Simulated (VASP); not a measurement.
Write the native input for VASP 6.6.1 that does the following.

```yaml
Task: single point
Functional: PBE
Potentials_or_basis: VASP PAW PBE potentials, release 64 (Zr_sv, Nb_sv, Te)
Cutoff: 520 eV
k_mesh: 2 × 4 × 2
Occupations: gaussian, width 0.2 eV
Spin: no spin polarisation
Dipole_correction: no
Further_INCAR_settings: ALGO = Normal; EDIFF = 1e-07; NBANDS = 74
```

The structure of Zr2NbTe4 lies in POSCAR:

```
Zr2NbTe4
1.0
   10.7620265318      0.0000000000     -0.0165057517
    0.0000000000      3.8641483627      0.0000000000
   -5.3953076662      0.0000000000      9.7629108079
Zr Nb Te
4 2 8
Direct
    0.4919737228      0.7500000000      0.3675579986
    0.5080262772      0.2500000000      0.6324420014
    0.3656759960      0.2500000000      0.8790886753
    0.6343240040      0.7500000000      0.1209113247
    0.1076508237      0.2500000000      0.4924450508
    0.8923491763      0.7500000000      0.5075549492
    0.7169142223      0.7500000000      0.6505727936
    0.2830857777      0.2500000000      0.3494272064
    0.0450017679      0.2500000000      0.7084085915
    0.9549982321      0.7500000000      0.2915914085
    0.6612994984      0.2500000000      0.9415897494
    0.3387005016      0.7500000000      0.0584102506
    0.6777641523      0.2500000000      0.3352508407
    0.3222358477      0.7500000000      0.6647491593
```

These files were run (other wordings do the same):

INCAR

```
SYSTEM = Zr2NbTe4
  PREC = Accurate
  ENCUT = 520
  EDIFF = 1E-7
  ISMEAR = 0
  SIGMA = 0.2
  LREAL = .FALSE.
  LASPH = .TRUE.
  NELM = 100
  ALGO = Normal
  ISIF = 2
  LWAVE = .FALSE.
  LCHARG = .FALSE.
  GGA = PE
  NBANDS = 74
```

KPOINTS

```
Automatic mesh
0
G
  2 4 2
  0 0 0
```

Potentials or basis: VASP PAW PBE potentials, release 64 (Zr_sv, Nb_sv, Te).

Command:

```bash
$ cat potpaw_PBE.64/Zr_sv/POTCAR potpaw_PBE.64/Nb_sv/POTCAR potpaw_PBE.64/Te/POTCAR > POTCAR
$ mpirun -np 1 vasp_std > vasp.out
```

It gave:

```
Pressure               : 0.0 GPa
Largest force          : 0.073 eV/Å
Band gap on the k mesh : zero (bands 61 and 62 overlap by 0.37 eV)
```

Caveat: the k points lie up to 0.41 Å⁻¹ apart; spin-orbit coupling is left out, which moves the levels of the heavy elements.

Wall time 14 min on 1 thread of Intel(R) Xeon(R) Platinum 8259CL CPU @ 2.50GHz (Skylake/Cascade Lake), on a shared host, peak memory 0.64 GiB.
